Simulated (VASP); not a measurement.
GaP, 2 atoms in the cell. It takes space group F-43m (No. 216, cubic). The conventional cell has a = 5.438 Å, b = 5.438 Å, c = 5.438 Å, α = 90.00°, β = 90.00°, γ = 90.00°. Within 3.1 Å of Ga (site symmetry -43m) lie 4 P at 2.35 Å. P (site symmetry -43m) has 4 Ga at 2.35 Å within 3.1 Å. 

| Item | Value |
| --- | --- |
| Program | VASP 6.6.1 |
| Task | single point |
| Functional | PBE0 |
| Potentials or basis | VASP PAW PBE potentials, release 64 (Ga_d, P) |
| Cutoff | 520 eV |
| k mesh | 6 × 6 × 6 |
| Occupations | gaussian, width 0.01 eV |
| Spin | no spin polarisation |
| Dipole correction | no |
| Grid for exact exchange (PRECFOCK) | Normal |
| Further INCAR settings | ALGO = Normal; EDIFF = 1e-06; NBANDS = 16 |
| Share of exact exchange | 0.25 |

Potentials or basis: VASP PAW PBE potentials, release 64 (Ga_d, P).

The run is started by

```sh
$ cat potpaw_PBE.64/Ga_d/POTCAR potpaw_PBE.64/P/POTCAR > POTCAR
$ cp INCAR.step1 INCAR
$ mpirun -np 1 vasp_std > vasp.out
$ cp INCAR.step2 INCAR
$ mpirun -np 1 vasp_std > vasp.out
```

Hardware: 1 thread of Intel(R) Xeon(R) Platinum 8259CL CPU @ 2.50GHz (Skylake/Cascade Lake), on a shared host.

Problem. How long does it take, and how much memory?

Solution. Run time: 38 min on 1 thread of Intel(R) Xeon(R) Platinum 8259CL CPU @ 2.50GHz (Skylake/Cascade Lake), on a shared host, peak memory 0.19 GiB. Counts: k points 16.
